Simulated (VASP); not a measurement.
# LiNbO3 (R-3c) in VASP: notebook, part 2 of 2

VASP 6.6.1.

### 4 Single point, PBE

This run uses another cell than the first one, of 12.50 Å³/atom.

INCAR

```
SYSTEM = LiNbO3
PREC = Accurate ; ENCUT = 520
EDIFF = 1E-6 ; ISMEAR = 0
SIGMA = 0.05 ; LREAL = .FALSE.
LASPH = .TRUE. ; NELM = 60
ALGO = Normal ; ISIF = 2
LWAVE = .FALSE. ; LCHARG = .FALSE.
GGA = PE ; NBANDS = 45
```

KPOINTS

```
Automatic mesh
0
G
  6 6 6
  0 0 0
```

POSCAR

```
LiNbO3
1.0
    2.7334000000      1.5781292259      4.8284000000
   -2.7334000000      1.5781292259      4.8284000000
    0.0000000000     -3.1562584515      4.8284000000
Li Nb O
2 2 6
Direct
    0.2500000000      0.2500000000      0.2500000000
    0.7500000000      0.7500000000      0.7500000000
    0.0000000000      0.0000000000      0.0000000000
    0.5000000000      0.5000000000      0.5000000000
    0.1303353734      0.3696646266      0.7500000000
    0.7500000000      0.1303353734      0.3696646266
    0.3696646266      0.7500000000      0.1303353734
    0.8696646266      0.6303353734      0.2500000000
    0.2500000000      0.8696646266      0.6303353734
    0.6303353734      0.2500000000      0.8696646266
```

Potentials or basis: VASP PAW PBE potentials, release 64 (Li_sv, Nb_sv, O).

The run is started by

```bash
cat potpaw_PBE.64/Li_sv/POTCAR potpaw_PBE.64/Nb_sv/POTCAR potpaw_PBE.64/O/POTCAR > POTCAR
mpirun -np 1 vasp_std > vasp.out
```

OUTCAR:

```text
SYSTEM = LiNbO3
   PREC = Accurate
   ENCUT = 520
   EDIFF = 1E-6
   ISMEAR = 0
   LREAL = .FALSE.
   LASPH = .TRUE.
   NELM = 60
   ISIF = 2
   GGA = PE

 ion  position               nearest neighbor table
   1  0.250  0.250  0.250-   9 2.08  10 2.08   8 2.08
   2  0.750  0.750  0.750-   6 2.08   7 2.08   5 2.08
   3  0.000  0.000  0.000-   6 2.09   9 2.09   7 2.09  10 2.09   5 2.09   8 2.09
   4  0.500  0.500  0.500-   7 2.09  10 2.09   9 2.09   6 2.09   5 2.09   8 2.09
   5  0.130  0.370  0.750-   2 2.08   3 2.09   4 2.09
   6  0.750  0.130  0.370-   2 2.08   3 2.09   4 2.09
   7  0.370  0.750  0.130-   2 2.08   4 2.09   3 2.09
   8  0.870  0.630  0.250-   1 2.08   3 2.09   4 2.09
   9  0.250  0.870  0.630-   1 2.08   3 2.09   4 2.09
  10  0.630  0.250  0.870-   1 2.08   4 2.09   3 2.09

  LATTYP: Found a trigonal (rhomboedric) cell.
 ALAT       =     5.7684845474
 COS(alpha) =     0.5509311730

  Lattice vectors:

 A1 = (   2.7334000000,   1.5781292259,   4.8284000000)
 A2 = (  -2.7334000000,   1.5781292259,   4.8284000000)
 A3 = (   0.0000000000,  -3.1562584515,   4.8284000000)

Analysis of symmetry for initial positions (statically):
=====================================================================
 Subroutine PRICEL returns:
 Original cell was already a primitive cell.

 Routine SETGRP: Setting up the symmetry group for a
 trigonal (rhombohedral) supercell.

 Subroutine GETGRP returns: Found 12 space group operations
 (whereof  6 operations were pure point group operations)
 out of a pool of 12 trial point group operations.

The static configuration has the point symmetry S_6 .
 The point group associated with its full space group is D_3d.

Analysis of symmetry for dynamics (positions and initial velocities):
=====================================================================
 Subroutine PRICEL returns:
 Original cell was already a primitive cell.

 Routine SETGRP: Setting up the symmetry group for a
 trigonal (rhombohedral) supercell.

 Subroutine GETGRP returns: Found 12 space group operations
 (whereof  6 operations were pure point group operations)
 out of a pool of 12 trial point group operations.

The dynamic configuration has the point symmetry S_6 .
 The point group associated with its full space group is D_3d.

 Subroutine INISYM returns: Found 12 space group operations
 (whereof  6 operations are pure point group operations),
 and found     1 'primitive' translations

----------------------------------------------------------------------------------------

                                     Primitive cell

  volume of cell :     124.9684

  direct lattice vectors                    reciprocal lattice vectors
     2.733400000  1.578129226  4.828400000     0.182922368  0.105610278  0.069035982
    -2.733400000  1.578129226  4.828400000    -0.182922368  0.105610278  0.069035982
     0.000000000 -3.156258451  4.828400000     0.000000000 -0.211220557  0.069035982

  length of vectors
     5.768484547  5.768484547  5.768484547     0.222216314  0.222216314  0.222216314

  position of ions in fractional coordinates (direct lattice)
     0.250000000  0.250000000  0.250000000
     0.750000000  0.750000000  0.750000000
     0.000000000  0.000000000  0.000000000
     0.500000000  0.500000000  0.500000000
[... 50 lines left out ...]
  0.333333  0.000000  0.000000      6.000000
  0.500000  0.000000 -0.000000      3.000000
  0.166667  0.166667  0.000000      6.000000
  0.333333  0.166667  0.000000     12.000000
[... 16 lines left out ...]
  0.500000  0.500000  0.166667      6.000000
 -0.333333  0.500000  0.166667     12.000000
 [... further k-points ...]
   k-points           NKPTS =     32   k-points in BZ     NKDIM =     32   number of bands    NBANDS=     45
   number of dos      NEDOS =    301   number of ions     NIONS =     10
   total plane-waves  NPLWV = 110592
   dimension x,y,z NGX =    48 NGY =   48 NGZ =   48
   dimension x,y,z NGXF=    96 NGYF=   96 NGZF=   96
   ions per type =               2   2   6
   NGX,Y,Z   is equivalent  to a cutoff of  13.83, 13.83, 13.83 a.u.
   NGXF,Y,Z  is equivalent  to a cutoff of  27.67, 27.67, 27.67 a.u.
 SYSTEM =  LiNbO3
   PREC   = accura    normal or accurate (medium, high low for compatibility)
   ISTART =      0    job   : 0-new  1-cont  2-samecut
   ICHARG =      2    charge: 1-file 2-atom 10-const
   ISPIN  =      1    spin polarized calculation?
   LNONCOLLINEAR =      F non collinear calculations
   LSORBIT =      F    spin-orbit coupling
   LASPH  =      T    aspherical Exc in radial PAW
   ENCUT  =  520.0 eV  38.22 Ry    6.18 a.u.  10.73 10.73 10.73*2*pi/ulx,y,z
   NELM   =     60;   NELMIN=  2; NELMDL= -5     # of ELM steps
   EDIFF  = 0.1E-05   stopping-criterion for ELM
   LREAL  =      F    real-space projection
   EDIFFG = 0.1E-04   stopping-criterion for IOM
   NSW    =      0    number of steps for IOM
   IBRION =     -1    ionic relax: 0-MD 1-quasi-New 2-CG
   NFREE  =      0    steps in history (QN), initial steepest desc. (CG)
   ISIF   =      2    stress and relaxation
   ISYM   =      2    0-nonsym 1-usesym 2-fastsym
   POTIM  = 0.5000    time-step for ionic-motion
   TEBEG  =    0.0;   TEEND  =   0.0 temperature during run
   PSTRESS=    0.0 pullay stress
   NELECT =      68.0000    total number of electrons
   NUPDOWN=      -1.0000    fix difference up-down
   EMIN   =  10.00;   EMAX   =-10.00  energy-range for DOS
   EFERMI =   0.00;   METHOD = LEGACY
   ISMEAR =     0;   SIGMA  =   0.05  broadening in eV -4-tet -1-fermi 0-gaus
   EFERMI_NEDOS =   21; number of points for ismear=-14 and -15
   IALGO  =     38    algorithm
   IMIX   =      4    mixing-type and parameters
     AMIX     =   0.40;   BMIX     =  1.00
     AMIX_MAG =   1.60;   BMIX_MAG =  1.00
  volume/ion in A,a.u.               =      12.50        84.33
  Fermi-wavevector in a.u.,A,eV,Ry     =   1.336527  2.525670 24.304145  1.786304
  Thomas-Fermi vector in A             =   2.465147
   LORBIT       =      0    0 simple, 1 ext, 2 COOP (PROOUT), +10 PAW based schemes
   GGA     = PE    functional components
   LHFCALC =     F    Hartree Fock is set to
   AEXX    =    0.0000 exact exchange contribution
   IVDW    =     0    specifies the selected vdW correction
   LEPSILON=     F    determine dielectric tensor
   LRPA    =     F    only Hartree local field effects (RPA)
 non-spin polarized calculation
 Gauss-broadening in eV      SIGMA  =   0.05
  energy-cutoff  :      520.00
  volume of cell :      124.97
 maximum number of plane-waves:      3390
 NGX is ok and might be reduce to    48
   NGX = 21   NGY = 21   NGZ = 21

 number of electron      68.0000007 magnetization

 Free energy of the ion-electron system (eV)
  ---------------------------------------------------
  ext. energy  EPLUGINS =         0.00000000
  ---------------------------------------------------
  free energy    TOTEN  =       -78.52067380 eV

  energy without entropy =      -78.52067380  energy(sigma->0) =      -78.52067380

 E-fermi :   2.7202     XC(G=0): -10.0066

 val. band max:        2.3791971879   @ k =  -0.1667   0.1667   0.0000
 cond. band min:       4.4083624615   @ k =   0.5000   0.5000   0.0000
 fundamental gap:      2.0291652736
 Fermi energy:         2.7201917327

 k-point     1 :       0.0000    0.0000    0.0000
  band No.  band energies     occupation
      1     -52.7889      2.00000
      2     -52.7826      2.00000
      3     -40.8533      2.00000
      4     -40.8525      2.00000
      5     -28.7987      2.00000
      6     -28.7987      2.00000
[... 1141 lines left out ...]
     44      10.6079      0.00000
     45      11.5236      0.00000

 [... further k-points ...]
[... 5 lines left out ...]
  --------------------------------------------------------------------------------------
  -------------------------------------------------------------------------------------
  Total      -16.8395256    -16.8395256    -16.2966366      0.0000000     -0.0000000      0.0000000
  in kB     -215.8938103   -215.8938103   -208.9336152      0.0000000     -0.0000000      0.0000000
  external PRESSURE =    -213.5737452 kB  Pullay stress =       0.0000000 kB

 VOLUME and BASIS-vectors are now :
 -----------------------------------------------------------------------------
  energy-cutoff  :      520.00
  volume of cell :      124.97
      direct lattice vectors                 reciprocal lattice vectors
     2.733400000  1.578129226  4.828400000     0.182922368  0.105610278  0.069035982
    -2.733400000  1.578129226  4.828400000    -0.182922368  0.105610278  0.069035982
     0.000000000 -3.156258451  4.828400000     0.000000000 -0.211220557  0.069035982

 POSITION                                       TOTAL-FORCE (eV/Angst)
 -----------------------------------------------------------------------------------
      0.00000      0.00000      3.62130        -0.000000      0.000000      0.000000
      0.00000      0.00000     10.86390         0.000000      0.000000      0.000000
      0.00000      0.00000      0.00000         0.000000      0.000000      0.000000
      0.00000      0.00000      7.24260         0.000000      0.000000      0.000000
     -0.65418     -1.57813      6.03550         0.813418      0.000000     -0.000000
      1.69379      0.22253      6.03550        -0.406709      0.704440      0.000000
     -1.03961      1.35560      6.03550        -0.406709     -0.704440      0.000000
      0.65418      1.57813      8.44970        -0.813418      0.000000     -0.000000
     -1.69379     -0.22253      8.44970         0.406709     -0.704440      0.000000
      1.03961     -1.35560      8.44970         0.406709      0.704440      0.000000
 -----------------------------------------------------------------------------------
    total drift:                               -0.000000     -0.000000     -0.000000

  FREE ENERGIE OF THE ION-ELECTRON SYSTEM (eV)
  ---------------------------------------------------
  free  energy   TOTEN  =       -78.5206737988 eV

  energy  without entropy=      -78.5206737988  energy(sigma->0) =      -78.52067380
```

Run time: 2.1 min. Hardware: 1 thread of Intel Xeon 6975P-C (Granite Rapids), shared host; peak memory 0.38 GiB.

What came out:

| Item | Value |
| --- | --- |
| Free energy | -78.5207 eV |
| Largest force | 0.813 eV/Å |
| Band gap on the k mesh | 2.03 eV (least direct gap 2.16 eV) |

Forces on the atoms (eV/Å):
```
Li   0.000  0.000  0.000
Li   0.000  0.000  0.000
Nb   0.000  0.000  0.000
Nb   0.000  0.000  0.000
O    0.813  0.000  0.000
O   -0.407  0.704  0.000
O   -0.407 -0.704  0.000
O   -0.813  0.000  0.000
O    0.407 -0.704  0.000
O    0.407  0.704  0.000
```

Caveat: the cutoff is under 1.25 times the usual one of these potentials, so pressure, stress and relaxed cells hold a basis-set (Pulay) error. PBE gaps usually lie below the measured ones, often by a third to a half.

### 5 Single point, PBE

This run uses another cell than the first one, of 12.65 Å³/atom.

INCAR

```
SYSTEM = LiNbO3
ALGO = Normal
EDIFF = 1E-7
ENCUT = 520
GGA = PE
ISIF = 2
ISMEAR = 0
LASPH = .TRUE.
LCHARG = .FALSE.
LREAL = .FALSE.
LWAVE = .FALSE.
NBANDS = 45
NELM = 60
PREC = Accurate
SIGMA = 0.05
```

KPOINTS

```
k-points
0
G
  6 6 6
  0 0 0
```

Changes to POSCAR since step 4:

```diff
@@ -2,5 +2,5 @@
 1.0
-    2.7334000000      1.5781292259      4.8284000000
-   -2.7334000000      1.5781292259      4.8284000000
-    0.0000000000     -3.1562584515      4.8284000000
+    2.7943500000      1.6133187248      4.6751000000
+   -2.7943500000      1.6133187248      4.6751000000
+    0.0000000000     -3.2266374494      4.6751000000
 Li Nb O
```

The run is started by

```bash
cat potpaw_PBE.64/Li_sv/POTCAR potpaw_PBE.64/Nb_sv/POTCAR potpaw_PBE.64/O/POTCAR > POTCAR
mpirun -np 1 vasp_std > vasp.out
```

Run time: 2.6 min. Hardware: 1 thread of Intel Xeon 6975P-C (Granite Rapids), shared host; peak memory 0.33 GiB.

The run converged. Its results:

```
Free energy            : -78.1793 eV
Largest force          : 0.969 eV/Å
Band gap on the k mesh : 1.98 eV (least direct gap 2.03 eV)
```

Forces on the atoms (eV/Å):
```
Li   0.000  0.000  0.000
Li   0.000  0.000  0.000
Nb   0.000  0.000  0.000
Nb   0.000  0.000  0.000
O    0.969  0.000  0.000
O   -0.485  0.840  0.000
O   -0.485 -0.840  0.000
O   -0.969  0.000  0.000
O    0.485 -0.840  0.000
O    0.485  0.840  0.000
```

Levels at points of the mesh, in eV from the valence-band top:
```csv
k point,band 31,band 32,band 33,band 34,band 35,band 36,band 37,band 38
"(0.00, 0.00, 0.00)",-0.26,-0.20,-0.20,0.00,2.03,2.05,2.05,3.60
"(0.50, 0.00, 0.00)",-0.19,-0.19,-0.18,-0.18,3.29,3.29,3.31,3.31
"(0.50, 0.50, 0.00)",-1.01,-0.45,-0.28,-0.18,1.98,2.80,3.05,3.51
"(0.50, 0.50, 0.50)",-0.32,-0.32,-0.32,-0.32,3.20,3.20,3.50,3.50
```

Caveat: the cutoff is under 1.25 times the usual one of these potentials, so pressure, stress and relaxed cells hold a basis-set (Pulay) error. PBE gaps usually lie below the measured ones, often by a third to a half.

### 6 Single point, PBE

This run uses another cell than the first one, of 12.85 Å³/atom.

INCAR

```
SYSTEM = LiNbO3
PREC = Accurate
ENCUT = 520
EDIFF = 1E-6
ISMEAR = 0
SIGMA = 0.05
LREAL = .False.
LASPH = .True.
NELM = 100
ALGO = Normal
ISIF = 2
LWAVE = .False.
LCHARG = .False.
GGA = PE
NBANDS = 45
```

KPOINTS

```
Automatic mesh
0
Gamma
  6 6 6
  0 0 0
```

Changes to POSCAR since step 5:

```diff
@@ -2,5 +2,5 @@
 1.0
-    2.7943500000      1.6133187248      4.6751000000
-   -2.7943500000      1.6133187248      4.6751000000
-    0.0000000000     -3.2266374494      4.6751000000
+    2.7943500000      1.6133187248      4.7517666666
+   -2.7943500000      1.6133187248      4.7517666666
+    0.0000000000     -3.2266374494      4.7517666667
 Li Nb O
```

Potentials or basis: VASP PAW PBE potentials, release 64 (Li_sv, Nb_sv, O).

The run is started by

```bash
cat potpaw_PBE.64/Li_sv/POTCAR potpaw_PBE.64/Nb_sv/POTCAR potpaw_PBE.64/O/POTCAR > POTCAR
mpirun -np 1 vasp_std > vasp.out
```

Wall time 2.4 min (1 thread of Intel Xeon 6975P-C (Granite Rapids), shared host); peak memory 0.39 GiB.

It converged, with:

* Free energy: -77.9443 eV
* Largest force: 1.002 eV/Å
* Band gap on the k mesh: 1.95 eV (least direct gap 2.02 eV)

Forces on the atoms (eV/Å):
```
Li   0.000  0.000  0.000
Li   0.000  0.000  0.000
Nb   0.000  0.000  0.000
Nb   0.000  0.000  0.000
O    1.002  0.000  0.000
O   -0.501  0.868  0.000
O   -0.501 -0.868  0.000
O   -1.002  0.000  0.000
O    0.501 -0.868  0.000
O    0.501  0.868  0.000
```

Levels at points of the mesh, in eV from the valence-band top:
```csv
k point,band 32,band 33,band 34,band 35,band 36,band 37
"(0.00, 0.00, 0.00)",-0.16,-0.16,-0.01,2.01,2.01,2.04
"(0.50, 0.00, 0.00)",-0.17,-0.17,-0.17,3.23,3.23,3.26
"(0.50, 0.50, 0.00)",-0.40,-0.24,-0.19,1.95,2.76,3.00
"(0.50, 0.50, 0.50)",-0.27,-0.27,-0.27,3.20,3.20,3.44
```

Caveat: the cutoff is under 1.25 times the usual one of these potentials, so pressure, stress and relaxed cells hold a basis-set (Pulay) error; forces of over 1 eV/Å act on the atoms, so gaps and moduli don't describe the material at rest.

### 7 Single point, PBE

This run uses another cell than the first one, of 13.06 Å³/atom.

INCAR

```
  PREC = Accurate
  ENCUT = 520
  EDIFF = 1E-6
  ISMEAR = 0
  SIGMA = 0.05
  LREAL = F
  LASPH = T
  NELM = 60
  ALGO = Normal
  ISIF = 2
  LWAVE = F
  LCHARG = T
  GGA = PE
  LELF = T
  LVHAR = T
  NBANDS = 45
```

KPOINTS

```
regular mesh
0
Gamma
  6 6 6
```

Changes to POSCAR since step 6:

```diff
@@ -2,5 +2,5 @@
 1.0
-    2.7943500000      1.6133187248      4.7517666666
-   -2.7943500000      1.6133187248      4.7517666666
-    0.0000000000     -3.2266374494      4.7517666667
+    2.7943500000      1.6133187248      4.8284000000
+   -2.7943500000      1.6133187248      4.8284000000
+    0.0000000000     -3.2266374493      4.8284000000
 Li Nb O
```

The run is started by

```bash
cat potpaw_PBE.64/Li_sv/POTCAR potpaw_PBE.64/Nb_sv/POTCAR potpaw_PBE.64/O/POTCAR > POTCAR
mpirun -np 1 vasp_std > vasp.out
```

Wall time 2.4 min (1 thread of Intel Xeon 6975P-C (Granite Rapids), shared host); peak memory 0.38 GiB.

It converged, with:

```
Free energy            : -77.6721 eV
Largest force          : 1.030 eV/Å
Band gap on the k mesh : 1.90 eV (least direct gap 1.99 eV)
```

Forces on the atoms (eV/Å):
```
Li   0.000  0.000  0.000
Li   0.000  0.000  0.000
Nb   0.000  0.000  0.000
Nb   0.000  0.000  0.000
O    1.030  0.000  0.000
O   -0.515  0.892  0.000
O   -0.515 -0.892  0.000
O   -1.030  0.000  0.000
O    0.515 -0.892  0.000
O    0.515  0.892  0.000
```

Levels at points of the mesh, in eV from the valence-band top:
```tsv
k point	band 31	band 32	band 33	band 34	band 35	band 36	band 37	band 38
(0.00, 0.00, 0.00)	-0.21	-0.15	-0.15	-0.04	1.95	1.95	2.03	3.42
(0.50, 0.00, 0.00)	-0.18	-0.18	-0.17	-0.17	3.15	3.15	3.17	3.17
(0.50, 0.50, 0.00)	-0.93	-0.37	-0.23	-0.23	1.90	2.69	2.93	3.34
(0.50, 0.50, 0.50)	-0.24	-0.24	-0.24	-0.24	3.17	3.17	3.36	3.36
```

Caveat: the cutoff is under 1.25 times the usual one of these potentials, so pressure, stress and relaxed cells hold a basis-set (Pulay) error; forces of over 1 eV/Å act on the atoms, so gaps and moduli don't describe the material at rest.

### 8 Summary

| cell | gap on the mesh (eV) | largest force (eV/Å) |
| --- | --- | --- |
| a = 5.577 Å, angles 58.7°, 10 atoms | 2.18 | 0.67 |
| a = 5.730 Å, angles 55.6°, 10 atoms | 2.15 | 0.56 |
| a = 5.768 Å, angles 56.6°, 10 atoms | 2.03 | 0.81 |
| a = 5.680 Å, angles 58.9°, 10 atoms | 1.98 | 0.97 |
| a = 5.744 Å, angles 58.2°, 10 atoms | 1.95 | 1.00 |
| a = 5.807 Å, angles 57.5°, 10 atoms | 1.90 | 1.03 |

Alike in all rows: task single point; level PBE; potentials or basis VASP PAW PBE potentials, release 64 (Li_sv, Nb_sv, O); no spin polarisation; k mesh 6 × 6 × 6; cutoff (eV) 520; smearing gaussian 0.05 eV.

Caveats: the cutoff is under 1.25 times the usual one of these potentials, so pressure, stress and relaxed cells hold a basis-set (Pulay) error; forces of over 1 eV/Å act on the atoms, so gaps and moduli don't describe the material at rest (at least some runs).

Total energies depend on the potentials used, so only differences within one code and one set of settings carry meaning.
